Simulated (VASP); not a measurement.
Write the native input for VASP 6.6.1 that does the following.

```yaml
Task: single point
Functional: PBEsol
Dispersion: D4
Potentials_or_basis: VASP PAW PBE potentials, release 64 (V_sv)
Cutoff: 520 eV
k_mesh: 12 × 12 × 12
Occupations: gaussian, width 0.05 eV
Spin: collinear spin, ferromagnetic start
Starting_moments: "[2.0] μB"
Hubbard_terms: V d U = 7.0 eV
Dipole_correction: no
Further_INCAR_settings: ALGO = Normal; EDIFF = 1e-06; NBANDS = 16
```

The structure of V lies in POSCAR:

```
V
1.0
   -1.5143500000      1.5143500000      1.5143500000
    1.5143500000     -1.5143500000      1.5143500000
    1.5143500000      1.5143500000     -1.5143500000
V
1
Direct
    0.0000000000      0.0000000000      0.0000000000
```

One way to write it, as run:

INCAR

```
SYSTEM = V
  PREC = Accurate
  ENCUT = 520
  EDIFF = 1E-6
  ISMEAR = 0
  SIGMA = 0.05
  LREAL = .FALSE.
  LASPH = .TRUE.
  NELM = 150
  ALGO = Normal
  ISIF = 2
  LWAVE = .FALSE.
  LCHARG = .TRUE.
  ISPIN = 2
  MAGMOM = 2
  LORBIT = 11
  LMAXMIX = 4
  LDAU = .TRUE.
  LDAUTYPE = 2
  LDAUL = 2
  LDAUU = 7
  LDAUJ = 0
  LDAUPRINT = 1
  GGA = PS
  IVDW = 13
  LELF = .TRUE.
  LVHAR = .TRUE.
  NBANDS = 16
```

KPOINTS

```
regular mesh
0
G
  12 12 12
  0 0 0
```

Potentials or basis: VASP PAW PBE potentials, release 64 (V_sv).

Launch:

```bash
$ cat potpaw_PBE.64/V_sv/POTCAR > POTCAR
$ mpirun -np 1 vasp_std > vasp.out
```

Results of the run:

- Pressure: 51.8 GPa
- Net moment: 2.43 μB per cell
- Site moments: V +2.26 μB
- Valence electrons inside the program's atomic spheres: V 11.66
- Dispersion energy per atom: -0.184 eV

Caveat: the PAW data sets were made with another functional, which shifts forces and pressure a little; pairwise dispersion overbinds metals, which lowers pressure and volume; the U is typed as a test and isn't derived for this compound.

Run time: 84 s on 1 thread of Intel Xeon 6975P-C, with other jobs on the host, peak memory 0.15 GiB.
